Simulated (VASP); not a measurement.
# La (P6_3/mmc) in VASP: notebook

La is run at these levels: PBE; tasks: relaxation of cell and atoms.

Program: VASP 6.6.1. These are calculated values, not measurements. Logs are shortened: lines on timing, memory, paths and dates and some standing lists are left out, and cuts for length are marked.

### 1 The cell of the first run

Symmetry: P6_3/mmc, No. 194, hexagonal system. Conventional cell: a = 2.750 Å, b = 2.750 Å, c = 4.642 Å, α = 90.00°, β = 90.00°, γ = 120.00°. Within 3.6 Å of La (site symmetry -6m2) lie 12 La at 2.75 to 2.81 Å.

### 2 Relaxation of cell and atoms, PBE, target pressure 130 GPa, at which the enthalpy is minimised

Input file INCAR:

```
SYSTEM = La
ALGO = Normal ; EDIFF = 1E-6
EDIFFG = -0.005 ; ENCUT = 600
GGA = PE ; IBRION = 2
ISIF = 3 ; ISMEAR = -1
LASPH = .True. ; LCHARG = .False.
LREAL = .False. ; LWAVE = .False.
NELM = 80 ; NSW = 32
PREC = Accurate ; PSTRESS = 1300.0
SIGMA = 0.05
```

Input file KPOINTS:

```
k-points
0
Gamma
  16 16 9
  0 0 0
```

Input file POSCAR:

```
La
1.0
    2.7500688735      0.0000000000      0.0000000000
   -1.3750344368      2.3816295066      0.0000000000
    0.0000000000      0.0000000000      4.6417618397
La
2
Direct
    0.3333333333      0.6666666667      0.2500000000
    0.6666666667      0.3333333333      0.7500000000
```

Potentials or basis: VASP PAW PBE potentials, release 64 (La).

The run is started by

```bash
cat potpaw_PBE.64/La/POTCAR > POTCAR
mpirun -np 1 vasp_std > vasp.out
```

OUTCAR:

```text
SYSTEM = La
   EDIFF = 1E-6
   EDIFFG = -0.005
   ENCUT = 600
   GGA = PE
   IBRION = 2
   ISIF = 3
   ISMEAR = -1
   LASPH = .True.
   LREAL = .False.
   NELM = 80
   NSW = 32
   PREC = Accurate
   PSTRESS = 1300.0

 ion  position               nearest neighbor table
   1  0.333  0.667  0.250-   2 2.81   2 2.81   2 2.81   2 2.81   2 2.81   2 2.81
   2  0.667  0.333  0.750-   1 2.81   1 2.81   1 2.81   1 2.81   1 2.81   1 2.81

  LATTYP: Found a hexagonal cell.
 ALAT       =     2.7500688735
 C/A-ratio  =     1.6878711237

  Lattice vectors:

 A1 = (   2.7500688735,   0.0000000000,   0.0000000000)
 A2 = (  -1.3750344368,   2.3816295066,   0.0000000000)
 A3 = (   0.0000000000,   0.0000000000,   4.6417618397)

Analysis of symmetry for initial positions (statically):
=====================================================================
 Subroutine PRICEL returns:
 Original cell was already a primitive cell.

 Routine SETGRP: Setting up the symmetry group for a
 hexagonal supercell.

 Subroutine GETGRP returns: Found 24 space group operations
 (whereof 12 operations were pure point group operations)
 out of a pool of 24 trial point group operations.

The static configuration has the point symmetry D_3d.
 The point group associated with its full space group is D_6h.

Analysis of symmetry for dynamics (positions and initial velocities):
=====================================================================
 Subroutine PRICEL returns:
 Original cell was already a primitive cell.

 Routine SETGRP: Setting up the symmetry group for a
 hexagonal supercell.

 Subroutine GETGRP returns: Found 24 space group operations
 (whereof 12 operations were pure point group operations)
 out of a pool of 24 trial point group operations.

The dynamic configuration has the point symmetry D_3d.
 The point group associated with its full space group is D_6h.

 Subroutine INISYM returns: Found 24 space group operations
 (whereof 12 operations are pure point group operations),
 and found     1 'primitive' translations

----------------------------------------------------------------------------------------

                                     Primitive cell

  volume of cell :      30.4019

  direct lattice vectors                    reciprocal lattice vectors
     2.750068874  0.000000000  0.000000000     0.363627257  0.209940295  0.000000000
    -1.375034437  2.381629507  0.000000000     0.000000000  0.419880589  0.000000000
     0.000000000  0.000000000  4.641761840     0.000000000  0.000000000  0.215435439

  length of vectors
     2.750068874  2.750068874  4.641761840     0.419880589  0.419880589  0.215435439

  position of ions in fractional coordinates (direct lattice)
     0.333333333  0.666666667  0.250000000
     0.666666667  0.333333333  0.750000000

  ion indices of the primitive-cell ions
   primitive index   ion index
                 1           1
                 2           2

----------------------------------------------------------------------------------------

 KPOINTS: k-points

Automatic generation of k-mesh.
 Grid dimensions read from file:
 generate k-points for:   16   16    9

 Generating k-lattice:

  Cartesian coordinates                     Fractional coordinates (reciprocal lattice)
     0.022726704  0.013121268  0.000000000     0.062500000 -0.000000000  0.000000000
     0.000000000  0.026242537  0.000000000     0.000000000  0.062500000  0.000000000
     0.000000000  0.000000000  0.023937271     0.000000000  0.000000000  0.111111111

  Length of vectors
     0.026242537  0.026242537  0.023937271

  Shift w.r.t. Gamma in fractional coordinates (k-lattice)
     0.000000000  0.000000000  0.000000000

 Subroutine IBZKPT returns following result:
 ===========================================

 Found    150 irreducible k-points:

 Following reciprocal coordinates:
            Coordinates               Weight
  0.000000  0.000000  0.000000      1.000000
  0.062500  0.000000  0.000000      6.000000
  0.125000  0.000000  0.000000      6.000000
  0.187500  0.000000  0.000000      6.000000
  0.250000  0.000000  0.000000      6.000000
  0.312500  0.000000  0.000000      6.000000
[... 16 lines left out ...]
  0.187500  0.187500  0.000000      6.000000
  0.250000  0.187500  0.000000     12.000000
 [... further k-points ...]
   k-points           NKPTS =    150   k-points in BZ     NKDIM =    150   number of bands    NBANDS=     15
   number of dos      NEDOS =    301   number of ions     NIONS =      2
   total plane-waves  NPLWV =  23040
   dimension x,y,z NGX =    24 NGY =   24 NGZ =   40
   dimension x,y,z NGXF=    48 NGYF=   48 NGZF=   80
   ions per type =               2
   NGX,Y,Z   is equivalent  to a cutoff of  14.51, 14.51, 14.33 a.u.
   NGXF,Y,Z  is equivalent  to a cutoff of  29.02, 29.02, 28.65 a.u.
 SYSTEM =  La
   PREC   = accura    normal or accurate (medium, high low for compatibility)
   ISTART =      0    job   : 0-new  1-cont  2-samecut
   ICHARG =      2    charge: 1-file 2-atom 10-const
   ISPIN  =      1    spin polarized calculation?
   LNONCOLLINEAR =      F non collinear calculations
   LSORBIT =      F    spin-orbit coupling
   LASPH  =      T    aspherical Exc in radial PAW
   ENCUT  =  600.0 eV  44.10 Ry    6.64 a.u.   5.49  5.49  9.27*2*pi/ulx,y,z
   NELM   =     80;   NELMIN=  2; NELMDL= -5     # of ELM steps
   EDIFF  = 0.1E-05   stopping-criterion for ELM
   LREAL  =      F    real-space projection
   EDIFFG = -.5E-02   stopping-criterion for IOM
   NSW    =     32    number of steps for IOM
   IBRION =      2    ionic relax: 0-MD 1-quasi-New 2-CG
   NFREE  =      1    steps in history (QN), initial steepest desc. (CG)
   ISIF   =      3    stress and relaxation
   ISYM   =      2    0-nonsym 1-usesym 2-fastsym
   POTIM  = 0.5000    time-step for ionic-motion
   TEBEG  =    0.0;   TEEND  =   0.0 temperature during run
   PSTRESS= 1300.0 pullay stress
   NELECT =      22.0000    total number of electrons
   NUPDOWN=      -1.0000    fix difference up-down
   EMIN   =  10.00;   EMAX   =-10.00  energy-range for DOS
   EFERMI =   0.00;   METHOD = LEGACY
   ISMEAR =    -1;   SIGMA  =   0.05  broadening in eV -4-tet -1-fermi 0-gaus
   EFERMI_NEDOS =   21; number of points for ismear=-14 and -15
   IALGO  =     38    algorithm
   IMIX   =      4    mixing-type and parameters
     AMIX     =   0.40;   BMIX     =  1.00
     AMIX_MAG =   1.60;   BMIX_MAG =  1.00
  volume/ion in A,a.u.               =      15.20       102.58
  Fermi-wavevector in a.u.,A,eV,Ry     =   1.469768  2.777459 29.391558  2.160219
  Thomas-Fermi vector in A             =   2.585106
   LORBIT       =      0    0 simple, 1 ext, 2 COOP (PROOUT), +10 PAW based schemes
   GGA     = PE    functional components
   LHFCALC =     F    Hartree Fock is set to
   AEXX    =    0.0000 exact exchange contribution
   IVDW    =     0    specifies the selected vdW correction
   LEPSILON=     F    determine dielectric tensor
   LRPA    =     F    only Hartree local field effects (RPA)
 conjugate gradient relaxation of ions
 non-spin polarized calculation
  energy-cutoff  :      600.00
  volume of cell :       30.40
 maximum number of plane-waves:      1051
 NGX is ok and might be reduce to    24
   NGX = 11   NGY = 11   NGZ = 19

--------------------------------------- Ionic step        1  -------------------------------------------

 number of electron      21.9999999 magnetization

 Free energy of the ion-electron system (eV)
  ---------------------------------------------------
  ext. energy  EPLUGINS =         0.00000000
  ---------------------------------------------------
  free energy    TOTEN  =        -2.47720441 eV

  energy without entropy =       -2.46772861  energy(sigma->0) =       -2.47246651

------------------------ aborting loop because EDIFF is reached ----------------------------------------

  FORCE on cell =-STRESS in cart. coord.  units (eV):
  Direction    XX          YY          ZZ          XY          YZ          ZX
  --------------------------------------------------------------------------------------
  -------------------------------------------------------------------------------------
  Total       24.6658787     24.6658787     24.7146802     -0.0000000      0.0000000     -0.0000000
  in kB     1299.8898350   1299.8898350   1302.4616711     -0.0000000      0.0000000     -0.0000000
  external PRESSURE =       0.7471137 kB  Pullay stress =    1300.0000000 kB

 VOLUME and BASIS-vectors are now :
 -----------------------------------------------------------------------------
  energy-cutoff  :      600.00
  volume of cell :       30.40
      direct lattice vectors                 reciprocal lattice vectors
     2.750068874  0.000000000  0.000000000     0.363627257  0.209940295  0.000000000
    -1.375034437  2.381629507  0.000000000     0.000000000  0.419880589  0.000000000
     0.000000000  0.000000000  4.641761840     0.000000000  0.000000000  0.215435439
[... 46 lines left out ...]
  FREE ENERGIE OF THE ION-ELECTRON SYSTEM (eV)
  ---------------------------------------------------
  free  energy   TOTEN  =        -2.5024358627 eV

  energy  without entropy=       -2.4929010201  energy(sigma->0) =       -2.49766844

  enthalpy is  TOTEN    =        22.1908370736 eV   P V=       24.6932729363

--------------------------------------- Ionic step        3  -------------------------------------------

 number of electron      21.9999999 magnetization

 Free energy of the ion-electron system (eV)
  ---------------------------------------------------
  ext. energy  EPLUGINS =         0.00000000
  ---------------------------------------------------
  free energy    TOTEN  =        -2.48280913 eV

  energy without entropy =       -2.47332204  energy(sigma->0) =       -2.47806559

 E-fermi :  20.7523     XC(G=0): -13.8592

 val. band max:       20.7263824656   @ k =   0.0000   0.0000   0.2222
 cond. band min:      20.7528758177   @ k =   0.2500   0.1875   0.4444
 fundamental gap:      0.0264933520
 Fermi energy:        20.7522990470

 k-point     1 :       0.0000    0.0000    0.0000
  band No.  band energies     occupation
      1     -14.7012      2.00000
      2     -11.6896      2.00000
      3      -1.2921      2.00000
      4       8.2559      2.00000
      5       8.2559      2.00000
      6       9.0336      2.00000
      7       9.6064      2.00000
      8       9.6064      2.00000
      9      18.8096      2.00000
     10      20.3688      1.99907
     11      21.9077      0.00000
     12      22.3184      0.00000
     13      22.3188      0.00000
     14      22.3188      0.00000
     15      22.5855      0.00000
[... 397 lines left out ...]
 k-point    24 :       0.2500    0.1875    0.0000
  band No.  band energies     occupation
      1     -12.0716      2.00000
      2     -10.1280      2.00000
      3       1.2126      2.00000
      4       1.6950      2.00000
      5       1.9680      2.00000
      6       4.5626      2.00000
      7       6.0575      2.00000
      8       6.8098      2.00000
      9      17.0963      2.00000
     10      19.5630      2.00000
     11      20.6567      1.74258
     12      21.3592      0.00001
     13      22.8025      0.00000
     14      23.1572      0.00000
     15      24.0198      0.00000

 [... further k-points ...]

------------------------ aborting loop because EDIFF is reached ----------------------------------------

  FORCE on cell =-STRESS in cart. coord.  units (eV):
  Direction    XX          YY          ZZ          XY          YZ          ZX
  --------------------------------------------------------------------------------------
  -------------------------------------------------------------------------------------
  Total       24.6719963     24.6719963     24.6678381     -0.0000000      0.0000000      0.0000000
  in kB     1299.9172025   1299.9172025   1299.6981146     -0.0000000      0.0000000      0.0000000
  external PRESSURE =      -0.1558268 kB  Pullay stress =    1300.0000000 kB

 VOLUME and BASIS-vectors are now :
 -----------------------------------------------------------------------------
  energy-cutoff  :      600.00
  volume of cell :       30.41
      direct lattice vectors                 reciprocal lattice vectors
     2.750038195 -0.000000000 -0.000000000     0.363631313  0.209942637 -0.000000000
    -1.375019097  2.381602938  0.000000000     0.000000000  0.419885273 -0.000000000
    -0.000000000  0.000000000  4.642918928     0.000000000  0.000000000  0.215381749

 POSITION                                       TOTAL-FORCE (eV/Angst)
 -----------------------------------------------------------------------------------
     -0.00000      1.58774      1.16073         0.000000      0.000000      0.000000
      1.37502      0.79387      3.48219        -0.000000     -0.000000      0.000000
 -----------------------------------------------------------------------------------
    total drift:                               -0.000000      0.000000     -0.000000

  FREE ENERGIE OF THE ION-ELECTRON SYSTEM (eV)
  ---------------------------------------------------
  free  energy   TOTEN  =        -2.4828091290 eV

  energy  without entropy=       -2.4733220447  energy(sigma->0) =       -2.47806559

  enthalpy is  TOTEN    =        22.1907586829 eV   P V=       24.6735678119

 reached required accuracy - stopping structural energy minimisation
```

Wall time 67 s (1 thread of Intel Xeon 6975P-C (Granite Rapids), shared host); peak memory 0.24 GiB.

What came out:

```
Free energy                                                : -2.4828 eV
Relaxed volume                                             : 15.20 Å³/atom
Relaxed cell                                               : a = 2.750 Å, b = 2.750 Å, c = 4.643 Å, α = 90.00°, β = 90.00°, γ = 120.00°
Space group after relaxing (to 0.1 Å)                      : P6_3/mmc (No. 194)
Energy change on relaxing (the run minimises the enthalpy) : -2.8 meV/atom
Ionic steps                                                : 3
Pressure after relaxing                                    : 130.0 GPa
Band gap on the k mesh                                     : zero (bands 11 and 12 overlap by 4.77 eV)
```

Step by step:
```tsv
step	energy change (eV)	largest force (eV/Å)	pressure (GPa)	volume (Å³)
1	0.0000	0.0000	130.07	30.40
2	-0.0252	0.0000	129.58	30.43
3	-0.0056	0.0000	129.98	30.41
```

Final structure:
```
CELL_PARAMETERS angstrom
2.75004 0.00000 0.00000
-1.37502 2.38160 0.00000
0.00000 0.00000 4.64292
ATOMIC_POSITIONS crystal
La 0.33333 0.66667 0.25000
La 0.66667 0.33333 0.75000
```

Caveat: the cell is relaxed towards a set pressure, so the run minimises the enthalpy, not the energy; spin-orbit coupling is left out, which moves the levels of the heavy elements.

[end of part 1 of 2]

The gap in the log of VASP goes by the Fermi energy; the results here count the filled bands.